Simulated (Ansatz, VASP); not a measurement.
**ZrB: VASP and Ansatz over several settings**

```
Zr B
1.0
     0.00000    2.27754    2.27754
     2.27754    0.00000    2.27754
     2.27754    2.27754    0.00000
Zr B
1 1
Direct
  0.00000 0.00000 0.00000
  0.50000 0.50000 0.50000
```

Single points on this cell with VASP 6.6.1 and Ansatz 0.2.0. Each row is one pair of runs. Alike in all rows: spin: off; k mesh: 10 × 10 × 10.

```csv
level,smearing,"VASP's potentials, cutoff","Ansatz's potentials, cutoff","gap on the k mesh at the Fermi level (eV), VASP","gap on the k mesh at the Fermi level (eV), Ansatz"
r2SCAN+rVV10,"methfessel-paxton of order 1, width 0.05 eV","VASP PAW PBE potentials, release 64 (Zr_sv, B), 520 eV","JTH PAW, 990 eV",none,none
r2SCAN,"fermi-dirac, width 0.05 eV","VASP PAW PBE potentials, release 64 (Zr_sv, B), 520 eV","Ansatz PAW, 500 eV",none,none
LDA,"fermi-dirac, width 0.05 eV","VASP PAW LDA potentials, release 64 (Zr_sv, B), 520 eV","Ansatz PAW, 420 eV",none,none
```

A gap of «none» marks a metal or a gap that the smearing closes.
